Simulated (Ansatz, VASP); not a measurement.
## Two plane-wave programs on SnO2

The input INCAR:

```
PREC     = Accurate       # precision mode
ENCUT    = 520            # plane-wave cutoff, eV
EDIFF    = 1E-6           # SCF threshold, eV
ISMEAR   = 0              # smearing method
SIGMA    = 0.05           # smearing width, eV
LREAL    = F              # projectors in reciprocal space
LASPH    = T              # aspherical terms in the spheres
NELM     = 100            # most SCF steps
ALGO     = Normal         # electronic algorithm
ISIF     = 2              # what is computed and relaxed
LWAVE    = F              # write WAVECAR
LCHARG   = F              # write CHGCAR
GGA      = PE             # functional
IVDW     = 12             # dispersion correction
NBANDS   = 35             # bands
```

Contents of KPOINTS:

```
regular mesh
0
Gamma
  8 6 6
```

The input POSCAR:

```
SnO2
1.0
    1.6186264610     -2.8035432689      0.0000000000
    1.6186264610      0.9345144230      4.2918257460
   -4.8558793830     -2.8035432689      0.0000000000
Sn O
2 4
Direct
    0.5252065569      0.5000000000      0.0000000000
   -0.0252065569      0.5000000000      0.5000000000
    0.4880450562      0.7308000579      0.7436000193
    1.0119549438      0.7308000579      0.2436000193
    0.4880450562      0.2691999421      0.2563999807
    1.0119549438      0.2691999421      0.7563999807
```

Input for Ansatz:

```yaml
crystal:
  lattice:
    - [1.618626461, -2.8035432689, 0.0]
    - [1.618626461, 0.934514423, 4.291825746]
    - [-4.855879383, -2.8035432689, 0.0]
  atoms:
    - { symbol: Sn, position: [0.5252065569, 0.5, 0.0] }
    - { symbol: Sn, position: [-0.0252065569, 0.5, 0.5] }
    - { symbol: O, position: [0.4880450562, 0.7308000579, 0.7436000193] }
    - { symbol: O, position: [1.0119549438, 0.7308000579, 0.2436000193] }
    - { symbol: O, position: [0.4880450562, 0.2691999421, 0.2563999807] }
    - { symbol: O, position: [1.0119549438, 0.2691999421, 0.7563999807] }
basis:
  ecutwfc: 520.0
kpoints:
  mp_grid: { grid: [8, 6, 6] }
hamiltonian:
  xc: pbe
  pseudopotentials: { kind: paw, azcp: { folder: soft_1 } }
  dispersion: d3bj
scf:
  occupations: { method: gaussian, width: 0.05 }
output:
  forces: true
  stress: true
  eigenvalues: true
```

Change from the starting cell: mode 4 frozen in at -0.000 Å and mode 5 at -0.082 Å (largest displacements).

Alike in both runs: task single point; functional PBE; dispersion D3(BJ); k mesh 8 × 6 × 6; occupations gaussian, width 0.05 eV; no spin polarisation.

```csv
,VASP,Ansatz
version,VASP 6.6.1,Ansatz 0.2.0
potentials or method,"VASP PAW PBE potentials, release 64 (Sn_d, O), cutoff 520 eV","scalar-relativistic, plane waves, PAW"
valence electrons in the cell,52,52
```

|  | VASP | Ansatz | Ansatz less VASP |
| --- | --- | --- | --- |
| gap on the k mesh at the Fermi level (eV) | 1.51 | 1.53 | +0.020 |
| least direct gap on the mesh (eV) | 1.51 | 1.53 | +0.020 |
| pressure (GPa) | 0.9 | 0.2 | -0.68 |
| traceless stress, the component that is largest in VASP (GPa) | -0.43 | 0.02 | +0.445 |
| rms of the force components (eV/Å) | 0.319 | 0.312 | -0.0070 |

Atom by atom the forces differ by 0.028 eV/Å (rms over components).
